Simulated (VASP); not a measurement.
**Zr: relaxation of shape and atoms at fixed volume with PBE**

Crystal: Zr.

```
Zr
1.0
     4.00618    0.00000    0.00000
    -2.00309    3.46946    0.00000
     0.00000    0.00000    2.49600
Zr
3
Direct
  0.00000 0.00000 0.00000
  0.33333 0.66667 0.50000
  0.66667 0.33333 0.50000
```

This isn't the form of Zr at room conditions, which is hcp.

- Program: VASP 6.6.1
- Task: relaxation of shape and atoms at fixed volume
- Functional: PBE
- Potentials or basis: VASP PAW PBE potentials, release 64 (Zr_sv)
- Cutoff: 600 eV
- k mesh: 8 × 8 × 11
- Occupations: fermi-dirac, width 0.1 eV
- Spin: no spin polarisation
- Dipole correction: no
- Further INCAR settings: ALGO = Normal; EDIFF = 1e-06; IBRION = 2; EDIFFG = -0.005; NSW = 50; ISIF = 4

The energy gained by relaxing is 84.6 meV/atom. The ionic steps are 6 and the pressure after relaxing is 199.5 GPa. The band gap on the k mesh is zero (bands 18 and 19 overlap by 2.46 eV).

The path:
| step | energy change (eV) | largest force (eV/Å) | pressure (GPa) | volume (Å³) |
| --- | --- | --- | --- | --- |
| 1 | 0.0000 | 0.0000 | 205.18 | 34.69 |
| 2 | -0.0588 | 0.0000 | 202.53 | 34.69 |
| 3 | -0.2536 | 0.0000 | 199.54 | 34.69 |
| 4 | -0.2537 | 0.0000 | 199.52 | 34.69 |
| 5 | -0.2537 | 0.0000 | 199.52 | 34.69 |
| 6 | -0.2537 | 0.0000 | 199.52 | 34.69 |

Final structure:
```
Zr
1.0
     4.11603    0.00000    0.00000
    -2.05802    3.56459    0.00000
     0.00000    0.00000    2.36455
Zr
3
Cartesian
  4.1160 0.0000 0.0000
  0.0000 2.3764 1.1823
  2.0580 1.1882 1.1823
```

Levels at points of the mesh, in eV from the Fermi level:
```tsv
k point	band 16	band 17	band 18	band 19	band 20	band 21
(0.00, 0.00, 0.00)	-0.26	0.46	0.46	0.79	0.79	1.72
(0.50, 0.00, 0.00)	-2.33	-1.94	-1.28	0.25	0.87	2.59
```

It took 3.5 min on 1 thread of Intel Xeon 8259CL (shared host), peak memory 0.18 GiB.
